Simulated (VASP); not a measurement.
# WS2 (P6_3/mmc) in VASP: a series of runs, part 2 of 2

VASP 6.6.1. Earlier steps stand in the parts before.

**4. Single point, PBE**

This run uses another cell than the first one, of 21.79 Å³/atom.

Input file INCAR:

```
PREC = Accurate ; ENCUT = 520
EDIFF = 1E-6 ; ISMEAR = 0
SIGMA = 0.02 ; LREAL = False
LASPH = True ; NELM = 100
ALGO = Normal ; ISIF = 2
LWAVE = False ; LCHARG = True
GGA = PE ; LELF = True
LVHAR = True ; NBANDS = 35
```

Input file KPOINTS:

```
regular mesh
0
Gamma
  12 12 2
```

Input file POSCAR:

```
WS2
1.0
    3.1877212961      0.0000000000      0.0000000000
   -1.5938606480      2.7606476226      0.0000000000
    0.0000000000      0.0000000000     14.8563299668
W S
2 4
Direct
    0.3333333333      0.6666666667      0.2500000000
    0.6666666667      0.3333333333      0.7500000000
    0.3333333333      0.6666666667      0.6442469363
    0.6666666667      0.3333333333      0.1442469363
    0.3333333333      0.6666666667      0.8557530637
    0.6666666667      0.3333333333      0.3557530637
```

Potentials or basis: VASP PAW PBE potentials, release 64 (W_sv, S).

Run with:

```console
$ cat potpaw_PBE.64/W_sv/POTCAR potpaw_PBE.64/S/POTCAR > POTCAR
$ mpirun -np 1 vasp_std > vasp.out
```

OUTCAR:

```text
PREC = Accurate
   ENCUT = 520
   EDIFF = 1E-6
   ISMEAR = 0
   LREAL = False
   LASPH = True
   NELM = 100
   ISIF = 2
   GGA = PE

 ion  position               nearest neighbor table
   1  0.333  0.667  0.250-   4 2.42   6 2.42   4 2.42   6 2.42   4 2.42   6 2.42
   2  0.667  0.333  0.750-   3 2.42   5 2.42   3 2.42   5 2.42   3 2.42   5 2.42
   3  0.333  0.667  0.644-   2 2.42   2 2.42   2 2.42
   4  0.667  0.333  0.144-   1 2.42   1 2.42   1 2.42
   5  0.333  0.667  0.856-   2 2.42   2 2.42   2 2.42
   6  0.667  0.333  0.356-   1 2.42   1 2.42   1 2.42

  LATTYP: Found a hexagonal cell.
 ALAT       =     3.1877212961
 C/A-ratio  =     4.6604858414

  Lattice vectors:

 A1 = (   3.1877212961,   0.0000000000,   0.0000000000)
 A2 = (  -1.5938606480,   2.7606476226,   0.0000000000)
 A3 = (   0.0000000000,   0.0000000000,  14.8563299668)

Analysis of symmetry for initial positions (statically):
=====================================================================
 Subroutine PRICEL returns:
 Original cell was already a primitive cell.

 Routine SETGRP: Setting up the symmetry group for a
 hexagonal supercell.

 Subroutine GETGRP returns: Found 24 space group operations
 (whereof 12 operations were pure point group operations)
 out of a pool of 24 trial point group operations.

The static configuration has the point symmetry D_3d.
 The point group associated with its full space group is D_6h.

Analysis of symmetry for dynamics (positions and initial velocities):
=====================================================================
 Subroutine PRICEL returns:
 Original cell was already a primitive cell.

 Routine SETGRP: Setting up the symmetry group for a
 hexagonal supercell.

 Subroutine GETGRP returns: Found 24 space group operations
[... 124 lines left out ...]
   NUPDOWN=      -1.0000    fix difference up-down
   EMIN   =  10.00;   EMAX   =-10.00  energy-range for DOS
   EFERMI =   0.00;   METHOD = LEGACY
   ISMEAR =     0;   SIGMA  =   0.02  broadening in eV -4-tet -1-fermi 0-gaus
   EFERMI_NEDOS =   21; number of points for ismear=-14 and -15
   IALGO  =     38    algorithm
   IMIX   =      4    mixing-type and parameters
     AMIX     =   0.40;   BMIX     =  1.00
     AMIX_MAG =   1.60;   BMIX_MAG =  1.00
  volume/ion in A,a.u.               =      21.79       147.04
  Fermi-wavevector in a.u.,A,eV,Ry     =   1.203950  2.275135 19.721574  1.449495
  Thomas-Fermi vector in A             =   2.339689
   LORBIT       =      0    0 simple, 1 ext, 2 COOP (PROOUT), +10 PAW based schemes
   GGA     = PE    functional components
   LHFCALC =     F    Hartree Fock is set to
   AEXX    =    0.0000 exact exchange contribution
   IVDW    =     0    specifies the selected vdW correction
   LEPSILON=     F    determine dielectric tensor
   LRPA    =     F    only Hartree local field effects (RPA)
 non-spin polarized calculation
 Gauss-broadening in eV      SIGMA  =   0.02
  energy-cutoff  :      520.00
  volume of cell :      130.74
 maximum number of plane-waves:      3558
 NGX is ok and might be reduce to    24
   NGX = 11   NGY = 11   NGZ = 55

 number of electron      52.0000001 magnetization

 Free energy of the ion-electron system (eV)
  ---------------------------------------------------
  ext. energy  EPLUGINS =         0.00000000
  ---------------------------------------------------
  free energy    TOTEN  =       -47.36392611 eV

  energy without entropy =      -47.36392611  energy(sigma->0) =      -47.36392611

 E-fermi :   5.0243     XC(G=0):  -9.5014

 val. band max:        4.6913941797   @ k =   0.0000   0.0000   0.0000
 cond. band min:       6.3319927745   @ k =   0.3333   0.3333   0.0000
 fundamental gap:      1.6405985947
 Fermi energy:         5.0242637186

 k-point     1 :       0.0000    0.0000    0.0000
  band No.  band energies     occupation
      1     -69.5227      2.00000
      2     -69.5227      2.00000
      3     -33.7508      2.00000
      4     -33.7508      2.00000
      5     -33.6068      2.00000
      6     -33.6068      2.00000
[... 901 lines left out ...]
     34       8.9574      0.00000
     35      11.1648      0.00000

 [... further k-points ...]
[... 5 lines left out ...]
  --------------------------------------------------------------------------------------
  -------------------------------------------------------------------------------------
  Total       -0.0260946     -0.0260946     -0.0320451     -0.0000000     -0.0000000     -0.0000000
  in kB       -0.3197855     -0.3197855     -0.3927070     -0.0000000     -0.0000000     -0.0000000
  external PRESSURE =      -0.3440927 kB  Pullay stress =       0.0000000 kB

 VOLUME and BASIS-vectors are now :
 -----------------------------------------------------------------------------
  energy-cutoff  :      520.00
  volume of cell :      130.74
      direct lattice vectors                 reciprocal lattice vectors
     3.187721296  0.000000000  0.000000000     0.313703711  0.181116922  0.000000000
    -1.593860648  2.760647623  0.000000000     0.000000000  0.362233844  0.000000000
     0.000000000  0.000000000 14.856329967     0.000000000  0.000000000  0.067311375

 POSITION                                       TOTAL-FORCE (eV/Angst)
 -----------------------------------------------------------------------------------
     -0.00000      1.84043      3.71408        -0.000000     -0.000000     -0.000000
      1.59386      0.92022     11.14225        -0.000000      0.000000     -0.000000
     -0.00000      1.84043      9.57115        -0.000000      0.000000     -0.002749
      1.59386      0.92022      2.14298         0.000000     -0.000000     -0.002749
     -0.00000      1.84043     12.71335         0.000000      0.000000      0.002749
      1.59386      0.92022      5.28518         0.000000     -0.000000      0.002749
 -----------------------------------------------------------------------------------
    total drift:                               -0.000000      0.000000     -0.000000

  FREE ENERGIE OF THE ION-ELECTRON SYSTEM (eV)
  ---------------------------------------------------
  free  energy   TOTEN  =       -47.3639261086 eV

  energy  without entropy=      -47.3639261086  energy(sigma->0) =      -47.36392611
```

OSZICAR:

```text
N       E                     dE             d eps       ncg     rms          rms(c)
DAV:   1     0.503495031451E+03    0.50350E+03   -0.28283E+04  2972   0.143E+03
DAV:   2    -0.186354628305E+02   -0.52213E+03   -0.50568E+03  3181   0.389E+02
DAV:   3    -0.493666144100E+02   -0.30731E+02   -0.30298E+02  3352   0.909E+01
DAV:   4    -0.501681273785E+02   -0.80151E+00   -0.79853E+00  3304   0.154E+01
DAV:   5    -0.501891598681E+02   -0.21032E-01   -0.21024E-01  3267   0.260E+00    0.367E+01
DAV:   6    -0.477401297881E+02    0.24490E+01   -0.89347E+00  3057   0.197E+01    0.157E+01
DAV:   7    -0.474996870205E+02    0.24044E+00   -0.25156E+00  3031   0.836E+00    0.655E+00
DAV:   8    -0.473642370242E+02    0.13545E+00   -0.37195E-01  3130   0.419E+00    0.182E+00
DAV:   9    -0.473659254455E+02   -0.16884E-02   -0.45773E-02  3184   0.110E+00    0.101E+00
DAV:  10    -0.473642304745E+02    0.16950E-02   -0.19556E-02  3136   0.893E-01    0.293E-01
DAV:  11    -0.473638524553E+02    0.37802E-03   -0.28958E-03  2864   0.313E-01    0.152E-01
DAV:  12    -0.473638674756E+02   -0.15020E-04   -0.17973E-04  3458   0.645E-02    0.428E-02
DAV:  13    -0.473639197295E+02   -0.52254E-04   -0.55359E-05  2795   0.403E-02    0.448E-02
DAV:  14    -0.473639247813E+02   -0.50518E-05   -0.20519E-05  2710   0.243E-02    0.164E-02
DAV:  15    -0.473639258953E+02   -0.11140E-05   -0.41472E-06  2603   0.127E-02    0.376E-03
DAV:  16    -0.473639261086E+02   -0.21334E-06   -0.39797E-07  1684   0.342E-03
   1 F= -.47363926E+02 E0= -.47363926E+02  d E =-.195514-124
```

stdout:

```text
POSCAR found type information on POSCAR W S
 POSCAR found :  2 types and       6 ions
 scaLAPACK will be used
 LDA part: xc-table for (Slater+PW92), standard interpolation
 POSCAR, INCAR and KPOINTS ok, starting setup
 FFT: planning ... GRIDC
 FFT: planning ... GRID_SOFT
 FFT: planning ... GRID
 WAVECAR not read
 entering main loop
```

Run time: 59 s. Hardware: 1 thread of Intel Xeon 6975P-C (Granite Rapids), shared host; peak memory 0.32 GiB.

What came out:

```
Free energy            : -47.3639 eV
Pressure               : 0.0 GPa
Band gap on the k mesh : 1.64 eV (least direct gap 1.80 eV)
```

Forces in eV/Å, atoms in the order of the input:
```
W    0.000  0.000  0.000
W    0.000  0.000  0.000
S    0.000  0.000 -0.003
S    0.000  0.000 -0.003
S    0.000  0.000  0.003
S    0.000  0.000  0.003
```

Caveat: spin-orbit coupling is left out, which moves the levels of the heavy elements; this functional lacks dispersion, which binds the layers, so the pressure and a relaxed spacing across them are unreliable. A k mesh can miss the band edges.

**5. Single point, PBE**

This run uses another cell than the first one, of 21.79 Å³/atom.

Input file INCAR:

```
SYSTEM = WS2
ALGO = Normal
EDIFF = 1E-6
ENCUT = 520
GGA = PE
ISIF = 2
ISMEAR = 0
LASPH = .TRUE.
LCHARG = .FALSE.
LREAL = .FALSE.
LWAVE = .FALSE.
NBANDS = 35
NELM = 80
PREC = Accurate
SIGMA = 0.02
```

Input file KPOINTS:

```
k-points
0
G
  12 12 2
  0 0 0
```

POSCAR is that of step 4.

Run with:

```console
$ cat potpaw_PBE.64/W_sv/POTCAR potpaw_PBE.64/S/POTCAR > POTCAR
$ mpirun -np 1 vasp_std > vasp.out
```

Wall time 58 s (1 thread of Intel Xeon 6975P-C (Granite Rapids), shared host); peak memory 0.31 GiB.

The run converged. Its results:

```
Free energy            : -47.3639 eV
Pressure               : 0.0 GPa
Band gap on the k mesh : 1.64 eV (least direct gap 1.80 eV)
```

Forces in eV/Å, atoms in the order of the input:
```
W    0.000  0.000  0.000
W    0.000  0.000  0.000
S    0.000  0.000 -0.003
S    0.000  0.000 -0.003
S    0.000  0.000  0.003
S    0.000  0.000  0.003
```

Levels at points of the mesh, in eV from the valence-band top:
| k point | band 24 | band 25 | band 26 | band 27 | band 28 | band 29 |
| --- | --- | --- | --- | --- | --- | --- |
| (0.00, 0.00, 0.00) | -1.79 | -0.41 | 0.00 | 2.70 | 2.70 | 2.70 |
| (0.50, 0.00, 0.00) | -1.44 | -1.11 | -1.09 | 2.66 | 2.66 | 3.08 |
| (0.00, 0.00, 0.50) | -1.79 | -0.18 | -0.18 | 2.70 | 2.70 | 2.70 |
| (0.50, 0.00, 0.50) | -1.45 | -1.10 | -1.10 | 2.66 | 2.66 | 3.11 |

Caveat: spin-orbit coupling is left out, which moves the levels of the heavy elements; this functional lacks dispersion, which binds the layers, so the pressure and a relaxed spacing across them are unreliable. A k mesh can miss the band edges.

**6. Single point, PBE (22.44 Å³/atom)**

This run uses another cell than the first one, of 22.44 Å³/atom.

Input file INCAR:

```
SYSTEM = WS2
  PREC = Accurate
  ENCUT = 520
  EDIFF = 1E-6
  ISMEAR = 0
  SIGMA = 0.02
  LREAL = .False.
  LASPH = .True.
  NELM = 80
  ALGO = Normal
  ISIF = 2
  LWAVE = .False.
  LCHARG = .True.
  GGA = PE
  LELF = .True.
  LVHAR = .True.
  NBANDS = 35
```

Input file KPOINTS:

```
Automatic mesh
0
Gamma
  12 12 2
  0 0 0
```

Input file POSCAR:

```
WS2
1.0
    3.1869155580      0.0000000000      0.0000000000
   -1.5934577790      2.7599498329      0.0000000000
    0.0000000000      0.0000000000     15.3097583699
W S
2 4
Direct
    0.3333333333      0.6666666667      0.2500000000
    0.6666666667      0.3333333333      0.7500000000
    0.3333333333      0.6666666667      0.6473650167
    0.6666666667      0.3333333333      0.1473650167
    0.3333333333      0.6666666667      0.8526349833
    0.6666666667      0.3333333333      0.3526349833
```

Potentials or basis: VASP PAW PBE potentials, release 64 (W_sv, S).

Run with:

```console
$ cat potpaw_PBE.64/W_sv/POTCAR potpaw_PBE.64/S/POTCAR > POTCAR
$ mpirun -np 1 vasp_std > vasp.out
```

Run time: 60 s. Hardware: 1 thread of Intel Xeon 6975P-C (Granite Rapids), shared host; peak memory 0.32 GiB.

The run converged. Its results:

```
Free energy            : -47.3633 eV
Pressure               : 0.0 GPa
Largest force          : 0.005 eV/Å
Band gap on the k mesh : 1.69 eV (least direct gap 1.81 eV)
```

Forces on the atoms (eV/Å):
```
W    0.000  0.000  0.000
W    0.000  0.000  0.000
S    0.000  0.000 -0.005
S    0.000  0.000 -0.005
S    0.000  0.000  0.005
S    0.000  0.000  0.005
```

Levels at points of the mesh, in eV from the valence-band top:
```tsv
k point	band 24	band 25	band 26	band 27	band 28	band 29
(0.00, 0.00, 0.00)	-1.74	-0.34	0.00	2.75	2.75	2.75
(0.50, 0.00, 0.00)	-1.40	-1.06	-1.05	2.71	2.71	3.13
(0.00, 0.00, 0.50)	-1.74	-0.15	-0.15	2.75	2.75	2.75
(0.50, 0.00, 0.50)	-1.40	-1.05	-1.05	2.71	2.71	3.16
```

Caveat: spin-orbit coupling is left out, which moves the levels of the heavy elements; this functional lacks dispersion, which binds the layers, so the pressure and a relaxed spacing across them are unreliable.

**7. The runs side by side**

```tsv
cell	gap on the mesh (eV)	pressure (GPa)	largest force (eV/Å)
a = 3.185, b = 3.185, c = 13.990 Å, angles 90.0, 90.0, 120.0°, 6 atoms, atomic positions A	1.53	0.2	-
a = 3.188, b = 3.188, c = 14.407 Å, angles 90.0, 90.0, 120.0°, 6 atoms, atomic positions B	1.58	0.0	0.01
a = 3.188, b = 3.188, c = 14.856 Å, angles 90.0, 90.0, 120.0°, 6 atoms, atomic positions C	1.64	0.0	-
a = 3.187, b = 3.187, c = 15.310 Å, angles 90.0, 90.0, 120.0°, 6 atoms, atomic positions D	1.69	0.0	0.01
```

Alike in all rows: task single point; level PBE; potentials or basis VASP PAW PBE potentials, release 64 (W_sv, S); no spin polarisation; k mesh 12 × 12 × 2; cutoff (eV) 520; smearing gaussian 0.02 eV.

Caveats: spin-orbit coupling is left out, which moves the levels of the heavy elements; this functional lacks dispersion, which binds the layers, so the pressure and a relaxed spacing across them are unreliable.

Total energies depend on the potentials used, so only differences within one code and one set of settings carry meaning.
